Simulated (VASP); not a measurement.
Wanted: the native input for a VASP 6.6.1 run.

| Quantity | Value |
| --- | --- |
| Task | relaxation of cell and atoms |
| Functional | PBE |
| Potentials or basis | VASP PAW PBE potentials, release 64 (Cu, Mo_sv) |
| Cutoff | 600 eV |
| k mesh | 6 × 6 × 4 |
| Occupations | gaussian, width 0.1 eV |
| Spin | no spin polarisation |
| Dipole correction | no |
| Further INCAR settings | ALGO = Fast; EDIFF = 1e-07; IBRION = 2; EDIFFG = -0.04; NSW = 90; ISIF = 3 |

The structure of CuMo lies in POSCAR:

```
CuMo
1.0
    2.8362955100      0.0000000000      0.0000000000
    0.0000000000      2.8362955100      0.0000000000
    0.0000000000      0.0000000000      3.9862893400
Cu Mo
1 1
Direct
    0.0000000000      0.0000000000      0.0000000000
    0.5000000000      0.5000000000      0.5000000000
```

The cell was generated, and may not be a known phase.

One way to write it, as run:

INCAR

```
  ALGO = Fast
  EDIFF = 1E-7
  EDIFFG = -0.04
  ENCUT = 600
  GGA = PE
  IBRION = 2
  ISIF = 3
  ISMEAR = 0
  LASPH = T
  LCHARG = F
  LREAL = F
  LWAVE = F
  NELM = 60
  NSW = 90
  PREC = Accurate
  SIGMA = 0.1
```

KPOINTS

```
k-points
0
Gamma
  6 6 4
```

Potentials or basis: VASP PAW PBE potentials, release 64 (Cu, Mo_sv).

Run with:

```sh
$ cat potpaw_PBE.64/Cu/POTCAR potpaw_PBE.64/Mo_sv/POTCAR > POTCAR
$ mpirun -np 1 vasp_std > vasp.out
```

It gave:

```json
{
  "Relaxed volume": "13.86 Å³/atom",
  "Relaxed cell": "a = 2.564 Å, b = 2.564 Å, c = 4.216 Å, α = 90.00°, β = 90.00°, γ = 90.00°",
  "Space group after relaxing (to 0.1 Å)": "P4/mmm (No. 123)",
  "Pressure after relaxing": "0.0 GPa",
  "Band gap on the k mesh": "zero (an odd number of electrons rules out a gap without spin polarisation)"
}
```

Caveat: the k points lie up to 0.41 Å⁻¹ apart in the final cell, too coarse for converged energies and pressures of a metal.

Run time: 100 s on 1 thread of Intel(R) Xeon(R) 6975P-C (Granite Rapids), on a shared host, peak memory 0.17 GiB.
